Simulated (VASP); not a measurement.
# Pt (Fm-3m) in VASP: further runs

The runs below take Pt through single point, with revPBE+D3(BJ), PBE, PBE+D3(BJ), PBE+D4.

All numbers are computed with VASP 6.6.1; they aren't measurements. Logs are shortened: lines on timing, memory, paths and dates and some standing lists are left out, and cuts for length are marked.

**1. The cell of the first run**

The structure is cubic, space group Fm-3m (No. 225). Conventional cell: a = 3.907 Å, b = 3.907 Å, c = 3.907 Å, α = 90.00°, β = 90.00°, γ = 90.00°. Pt (site symmetry m-3m) has 12 Pt at 2.76 Å within 3.6 Å.

**2. Single point, revPBE+D3(BJ)**

Input file INCAR:

```
PREC     = Accurate       # precision mode
ENCUT    = 520            # plane-wave cutoff, eV
EDIFF    = 1E-6           # SCF threshold, eV
ISMEAR   = -1             # smearing method
SIGMA    = 0.05           # smearing width, eV
LREAL    = False          # projectors in reciprocal space
LASPH    = True           # aspherical terms in the spheres
NELM     = 80             # most SCF steps
ALGO     = Normal         # electronic algorithm
ISIF     = 2              # what is computed and relaxed
LWAVE    = False          # write WAVECAR
LCHARG   = False          # write CHGCAR
GGA      = RE             # functional
IVDW     = 12             # dispersion correction
NBANDS   = 11             # bands
```

Input file KPOINTS:

```
Automatic mesh
0
Gamma
  12 12 12
```

Input file POSCAR:

```
Pt
1.0
    0.0000000000      1.9536798479      1.9536798479
    1.9536798479      0.0000000000      1.9536798479
    1.9536798479      1.9536798479      0.0000000000
Pt
1
Direct
    0.0000000000      0.0000000000      0.0000000000
```

Potentials or basis: VASP PAW PBE potentials, release 64 (Pt).

Started as:

```console
$ cat potpaw_PBE.64/Pt/POTCAR > POTCAR
$ mpirun -np 1 vasp_std > vasp.out
```

OUTCAR:

```text
PREC = Accurate
   ENCUT = 520
   EDIFF = 1E-6
   ISMEAR = -1
   LREAL = False
   LASPH = True
   NELM = 80
   ISIF = 2
   GGA = RE
   IVDW = 12
 IVDW          = 12

 ion  position               nearest neighbor table
   1  0.000  0.000  0.000-

  LATTYP: Found a face centered cubic cell.
 ALAT       =     3.9073596958

  Lattice vectors:

 A1 = (   0.0000000000,   1.9536798479,   1.9536798479)
 A2 = (   1.9536798479,   0.0000000000,   1.9536798479)
 A3 = (   1.9536798479,   1.9536798479,   0.0000000000)

Analysis of symmetry for initial positions (statically):
=====================================================================
 Subroutine PRICEL returns:
 Original cell was already a primitive cell.

 Routine SETGRP: Setting up the symmetry group for a
 face centered cubic supercell.

 Subroutine GETGRP returns: Found 48 space group operations
 (whereof 48 operations were pure point group operations)
 out of a pool of 48 trial point group operations.

The static configuration has the point symmetry O_h .

Analysis of symmetry for dynamics (positions and initial velocities):
=====================================================================
 Subroutine PRICEL returns:
 Original cell was already a primitive cell.

 Routine SETGRP: Setting up the symmetry group for a
 face centered cubic supercell.

 Subroutine GETGRP returns: Found 48 space group operations
 (whereof 48 operations were pure point group operations)
 out of a pool of 48 trial point group operations.

The dynamic configuration has the point symmetry O_h .

 Subroutine INISYM returns: Found 48 space group operations
 (whereof 48 operations are pure point group operations),
 and found     1 'primitive' translations

----------------------------------------------------------------------------------------

                                     Primitive cell

  volume of cell :      14.9139

  direct lattice vectors                    reciprocal lattice vectors
     0.000000000  1.953679848  1.953679848    -0.255927296  0.255927296  0.255927296
     1.953679848  0.000000000  1.953679848     0.255927296 -0.255927296  0.255927296
     1.953679848  1.953679848  0.000000000     0.255927296  0.255927296 -0.255927296

  length of vectors
     2.762920537  2.762920537  2.762920537     0.443279079  0.443279079  0.443279079

  position of ions in fractional coordinates (direct lattice)
     0.000000000  0.000000000  0.000000000

  ion indices of the primitive-cell ions
   primitive index   ion index
                 1           1

----------------------------------------------------------------------------------------

 KPOINTS: Automatic mesh

Automatic generation of k-mesh.
 Grid dimensions read from file:
 generate k-points for:   12   12   12

 Generating k-lattice:

  Cartesian coordinates                     Fractional coordinates (reciprocal lattice)
    -0.021327275  0.021327275  0.021327275     0.083333333  0.000000000  0.000000000
     0.021327275 -0.021327275  0.021327275     0.000000000  0.083333333  0.000000000
     0.021327275  0.021327275 -0.021327275     0.000000000  0.000000000  0.083333333

  Length of vectors
     0.036939923  0.036939923  0.036939923

  Shift w.r.t. Gamma in fractional coordinates (k-lattice)
     0.000000000  0.000000000  0.000000000

 Subroutine IBZKPT returns following result:
 ===========================================

 Found     72 irreducible k-points:

 Following reciprocal coordinates:
            Coordinates               Weight
  0.000000  0.000000  0.000000      1.000000
  0.083333  0.000000  0.000000      8.000000
  0.166667  0.000000  0.000000      8.000000
  0.250000  0.000000  0.000000      8.000000
  0.333333  0.000000  0.000000      8.000000
  0.416667  0.000000  0.000000      8.000000
[... 16 lines left out ...]
  0.500000  0.166667  0.000000     24.000000
 -0.416667  0.166667  0.000000     24.000000
 [... further k-points ...]
   k-points           NKPTS =     72   k-points in BZ     NKDIM =     72   number of bands    NBANDS=     11
   number of dos      NEDOS =    301   number of ions     NIONS =      1
   total plane-waves  NPLWV =  13824
   dimension x,y,z NGX =    24 NGY =   24 NGZ =   24
   dimension x,y,z NGXF=    48 NGYF=   48 NGZF=   48
   ions per type =               1
   NGX,Y,Z   is equivalent  to a cutoff of  14.44, 14.44, 14.44 a.u.
   NGXF,Y,Z  is equivalent  to a cutoff of  28.88, 28.88, 28.88 a.u.
 SYSTEM =  unknown system
   PREC   = accura    normal or accurate (medium, high low for compatibility)
   ISTART =      0    job   : 0-new  1-cont  2-samecut
   ICHARG =      2    charge: 1-file 2-atom 10-const
   ISPIN  =      1    spin polarized calculation?
   LNONCOLLINEAR =      F non collinear calculations
   LSORBIT =      F    spin-orbit coupling
   LASPH  =      T    aspherical Exc in radial PAW
   ENCUT  =  520.0 eV  38.22 Ry    6.18 a.u.   5.14  5.14  5.14*2*pi/ulx,y,z
   NELM   =     80;   NELMIN=  2; NELMDL= -5     # of ELM steps
   EDIFF  = 0.1E-05   stopping-criterion for ELM
   LREAL  =      F    real-space projection
   EDIFFG = 0.1E-04   stopping-criterion for IOM
   NSW    =      0    number of steps for IOM
   IBRION =     -1    ionic relax: 0-MD 1-quasi-New 2-CG
   NFREE  =      0    steps in history (QN), initial steepest desc. (CG)
   ISIF   =      2    stress and relaxation
   ISYM   =      2    0-nonsym 1-usesym 2-fastsym
   POTIM  = 0.5000    time-step for ionic-motion
   TEBEG  =    0.0;   TEEND  =   0.0 temperature during run
   PSTRESS=    0.0 pullay stress
   NELECT =      10.0000    total number of electrons
   NUPDOWN=      -1.0000    fix difference up-down
   EMIN   =  10.00;   EMAX   =-10.00  energy-range for DOS
   EFERMI =   0.00;   METHOD = LEGACY
   ISMEAR =    -1;   SIGMA  =   0.05  broadening in eV -4-tet -1-fermi 0-gaus
   EFERMI_NEDOS =   21; number of points for ismear=-14 and -15
   IALGO  =     38    algorithm
   IMIX   =      4    mixing-type and parameters
     AMIX     =   0.40;   BMIX     =  1.00
     AMIX_MAG =   1.60;   BMIX_MAG =  1.00
  volume/ion in A,a.u.               =      14.91       100.64
  Fermi-wavevector in a.u.,A,eV,Ry     =   1.432885  2.707761 27.934943  2.053160
  Thomas-Fermi vector in A             =   2.552464
   LORBIT       =      0    0 simple, 1 ext, 2 COOP (PROOUT), +10 PAW based schemes
   GGA     = RE    functional components
   LHFCALC =     F    Hartree Fock is set to
   AEXX    =    0.0000 exact exchange contribution
   IVDW    =    12    specifies the selected vdW correction
   LEPSILON=     F    determine dielectric tensor
   LRPA    =     F    only Hartree local field effects (RPA)
 non-spin polarized calculation
  energy-cutoff  :      520.00
  volume of cell :       14.91
 maximum number of plane-waves:       419
 NGX is ok and might be reduce to    24
   NGX = 11   NGY = 11   NGZ = 11

 number of electron      10.0000000 magnetization

 number of electron       9.9999999 magnetization

 Free energy of the ion-electron system (eV)
  ---------------------------------------------------
  ext. energy  EPLUGINS =         0.00000000
  ---------------------------------------------------
  free energy    TOTEN  =        -5.54590802 eV

  energy without entropy =       -5.53061754  energy(sigma->0) =       -5.53826278

 E-fermi :  11.5637     XC(G=0): -13.5173

 val. band max:       11.5634867836   @ k =  -0.4167   0.4167   0.1667
 cond. band min:      11.5704712303   @ k =   0.5000   0.4167   0.0833
 fundamental gap:      0.0069844467
 Fermi energy:        11.5637095760

 k-point     1 :       0.0000    0.0000    0.0000
  band No.  band energies     occupation
      1       1.2191      2.00000
      2       7.6952      2.00000
      3       7.6952      2.00000
      4       7.6952      2.00000
      5       9.8844      2.00000
      6       9.8844      2.00000
      7      26.1273      0.00000
      8      31.1733      0.00000
      9      31.1733      0.00000
     10      31.1733      0.00000
     11      36.5484      0.00000

 k-point     2 :       0.0833    0.0000    0.0000
  band No.  band energies     occupation
      1       1.4998      2.00000
      2       7.5719      2.00000
      3       7.8047      2.00000
      4       7.8047      2.00000
      5       9.8250      2.00000
      6       9.8250      2.00000
      7      26.5625      0.00000
      8      29.8458      0.00000
      9      31.6092      0.00000
     10      31.6092      0.00000
     11      37.9469      0.00000

 k-point     3 :       0.1667    0.0000    0.0000
  band No.  band energies     occupation
      1       2.2774      2.00000
      2       7.3260      2.00000
      3       8.0272      2.00000
      4       8.0272      2.00000
      5       9.7765      2.00000
      6       9.7765      2.00000
      7      27.4922      0.00000
      8      27.5798      0.00000
      9      32.8253      0.00000
     10      32.8253      0.00000
     11      36.6533      0.00000

 k-point     4 :       0.2500    0.0000    0.0000
  band No.  band energies     occupation
      1       3.2819      2.00000
      2       7.3387      2.00000
      3       8.0721      2.00000
      4       8.0721      2.00000
      5      10.0638      2.00000
      6      10.0638      2.00000
      7      24.9166      0.00000
      8      27.9255      0.00000
      9      34.3276      0.00000
     10      34.3276      0.00000
     11      35.1628      0.00000

 k-point     5 :       0.3333    0.0000    0.0000
  band No.  band energies     occupation
      1       3.9502      2.00000
      2       7.8908      2.00000
      3       7.8908      2.00000
      4       8.2116      2.00000
      5      10.7036      2.00000
      6      10.7036      2.00000
      7      21.9641      0.00000
      8      26.9410      0.00000
      9      33.0616      0.00000
     10      33.0616      0.00000
     11      36.6917      0.00000
[... 211 lines left out ...]
 k-point    21 :       0.3333    0.1667    0.0000
  band No.  band energies     occupation
      1       4.3671      2.00000
      2       6.4851      2.00000
      3       7.7949      2.00000
      4       8.7923      2.00000
      5      10.4641      2.00000
      6      11.0146      1.99997
      7      24.4904      0.00000
      8      28.6392      0.00000
      9      29.6173      0.00000
     10      31.5733      0.00000
     11      36.0919      0.00000

 k-point    22 :       0.4167    0.1667    0.0000
  band No.  band energies     occupation
      1       4.8000      2.00000
      2       7.0136      2.00000
      3       7.5617      2.00000
      4       8.6053      2.00000
      5      11.5224      1.39150
      6      12.0872      0.00006
      7      21.0931      0.00000
      8      27.5199      0.00000
      9      29.0074      0.00000
     10      30.8840      0.00000
     11      38.2630      0.00000

 k-point    23 :       0.5000    0.1667    0.0000
  band No.  band energies     occupation
      1       4.8803      2.00000
      2       7.0221      2.00000
      3       8.2988      2.00000
      4       8.4105      2.00000
      5      11.6529      0.28789
      6      14.0428      0.00000
      7      18.0991      0.00000
      8      26.7666      0.00000
      9      29.0742      0.00000
     10      29.4811      0.00000
     11      38.9843      0.00000

 k-point    24 :      -0.4167    0.1667    0.0000
  band No.  band energies     occupation
      1       4.9396      2.00000
      2       7.0364      2.00000
      3       8.3190      2.00000
      4       8.6159      2.00000
      5      11.2466      1.99649
      6      14.6071      0.00000
      7      17.6703      0.00000
      8      26.4090      0.00000
      9      28.5162      0.00000
     10      30.2081      0.00000
     11      38.5306      0.00000

 [... further k-points ...]

------------------------ aborting loop because EDIFF is reached ----------------------------------------

 Edisp (eV)   -1.48736

 E8    (eV) :    -1.0646

  FORCE on cell =-STRESS in cart. coord.  units (eV):
  Direction    XX          YY          ZZ          XY          YZ          ZX
  --------------------------------------------------------------------------------------
  -------------------------------------------------------------------------------------
  Total      -0.05292    -0.05292    -0.05292     0.00000     0.00000    -0.00000
  in kB      -5.68481    -5.68481    -5.68481     0.00000     0.00000    -0.00000
  external pressure =       -5.68 kB  Pullay stress =        0.00 kB

 VOLUME and BASIS-vectors are now :
 -----------------------------------------------------------------------------
  energy-cutoff  :      520.00
  volume of cell :       14.91
      direct lattice vectors                 reciprocal lattice vectors
     0.000000000  1.953679848  1.953679848    -0.255927296  0.255927296  0.255927296
     1.953679848  0.000000000  1.953679848     0.255927296 -0.255927296  0.255927296
     1.953679848  1.953679848  0.000000000     0.255927296  0.255927296 -0.255927296

 POSITION                                       TOTAL-FORCE (eV/Angst)
 -----------------------------------------------------------------------------------
      0.00000      0.00000      0.00000         0.000000      0.000000     -0.000000
 -----------------------------------------------------------------------------------
    total drift:                               -0.000000      0.000000     -0.000000

  FREE ENERGIE OF THE ION-ELECTRON SYSTEM (eV)
  ---------------------------------------------------
  free  energy   TOTEN  =        -7.0332669448 eV

  energy  without entropy=       -7.0179764617  energy(sigma->0) =       -7.02562170
```

Wall time 5.7 s (1 thread of Intel Xeon Platinum 8488C (Sapphire Rapids), shared host); peak memory 0.15 GiB.

What came out:

```yaml
Free_energy: -7.0333 eV
Pressure: -0.6 GPa
Band_gap_on_the_k_mesh: zero (band 5 reaches 12.06 eV, above the bottom of band 6 at 9.78 eV)
Dispersion_energy_per_atom: -1.487 eV
```

Caveat: the PAW data sets were made with another functional, which shifts forces and pressure a little; spin-orbit coupling is left out, which moves the levels of the heavy elements; pairwise dispersion overbinds metals, which lowers pressure and volume.

**3. Single point, PBE**

This run uses another cell than the first one, of 15.08 Å³/atom, 1.011 times its volume.

Input file INCAR:

```
SYSTEM = Pt
ALGO = Fast
EDIFF = 1E-6
ENCUT = 520
GGA = PE
ISIF = 2
ISMEAR = 0
LASPH = .True.
LCHARG = .True.
LELF = .True.
LREAL = .False.
LVHAR = .True.
LWAVE = .False.
NBANDS = 11
NELM = 100
PREC = Accurate
SIGMA = 0.025
```

Input file KPOINTS:

```
k-points
0
Gamma
  12 12 12
  0 0 0
```

Input file POSCAR:

```
Pt
1.0
    0.0000000000      1.9609000000      1.9609000000
    1.9609000000      0.0000000000      1.9609000000
    1.9609000000      1.9609000000      0.0000000000
Pt
1
Direct
    0.0000000000      0.0000000000      0.0000000000
```

Potentials or basis: VASP PAW PBE potentials, release 64 (Pt).

Started as:

```console
$ cat potpaw_PBE.64/Pt/POTCAR > POTCAR
$ mpirun -np 1 vasp_std > vasp.out
```

Run time: 7.7 s. Hardware: 1 thread of Intel Xeon Platinum 8488C (Sapphire Rapids), shared host; peak memory 0.14 GiB.

The run converged. Its results:

| Item | Value |
| --- | --- |
| Free energy | -6.0836 eV |
| Pressure | 9.7 GPa |
| Band gap on the k mesh | zero (band 5 reaches 11.78 eV, above the bottom of band 6 at 9.54 eV) |

Levels at points of the mesh, in eV from the Fermi level:
| k point | band 3 | band 4 | band 5 | band 6 | band 7 | band 8 |
| --- | --- | --- | --- | --- | --- | --- |
| (0.00, 0.00, 0.00) | -3.81 | -3.81 | -1.65 | -1.65 | 14.61 | 19.58 |
| (0.50, 0.00, 0.00) | -3.87 | -0.50 | 0.02 | 0.02 | 5.82 | 14.18 |
| (0.50, 0.50, 0.00) | -0.01 | 0.48 | 0.48 | 1.75 | 8.86 | 11.37 |

Caveat: spin-orbit coupling is left out, which moves the levels of the heavy elements.

**4. Single point, PBE+D3(BJ)**

This run uses another cell than the first one, of 15.17 Å³/atom, 1.017 times its volume.

Input file INCAR:

```
SYSTEM = Pt
PREC = Accurate
ENCUT = 520
EDIFF = 1E-6
ISMEAR = -1
SIGMA = 0.05
LREAL = .FALSE.
LASPH = .TRUE.
NELM = 80
ALGO = Normal
ISIF = 2
LWAVE = .FALSE.
LCHARG = .TRUE.
GGA = PE
IVDW = 12
LELF = .TRUE.
LVHAR = .TRUE.
NBANDS = 11
```

Input file KPOINTS:

```
regular mesh
0
G
  12 12 12
  0 0 0
```

Input file POSCAR:

```
Pt
1.0
    0.0000000000      1.9647889995      1.9647889995
    1.9647889995      0.0000000000      1.9647889995
    1.9647889995      1.9647889995      0.0000000000
Pt
1
Direct
    0.0000000000      0.0000000000      0.0000000000
```

Started as:

```console
$ cat potpaw_PBE.64/Pt/POTCAR > POTCAR
$ mpirun -np 1 vasp_std > vasp.out
```

Wall time 6 s (1 thread of Intel Xeon Platinum 8488C (Sapphire Rapids), shared host); peak memory 0.15 GiB.

Results (log left out):

| Quantity | Value |
| --- | --- |
| Free energy | -6.8724 eV |
| Pressure | -0.5 GPa |
| Band gap on the k mesh | zero (band 5 reaches 11.65 eV, above the bottom of band 6 at 9.44 eV) |
| Dispersion energy per atom | -0.775 eV |

Levels at points of the mesh, in eV from the Fermi level:
```
           k point  band 3  band 4  band 5  band 6  band 7  band 8
(0.00, 0.00, 0.00)   -3.77   -3.77   -1.63   -1.63   14.63   19.56
(0.50, 0.00, 0.00)   -3.83   -0.47    0.02    0.02    5.78   14.20
(0.50, 0.50, 0.00)   -0.01    0.47    0.47    1.77    8.80   11.35
```

Caveat: spin-orbit coupling is left out, which moves the levels of the heavy elements; pairwise dispersion overbinds metals, which lowers pressure and volume.

[end of part 1 of 2]
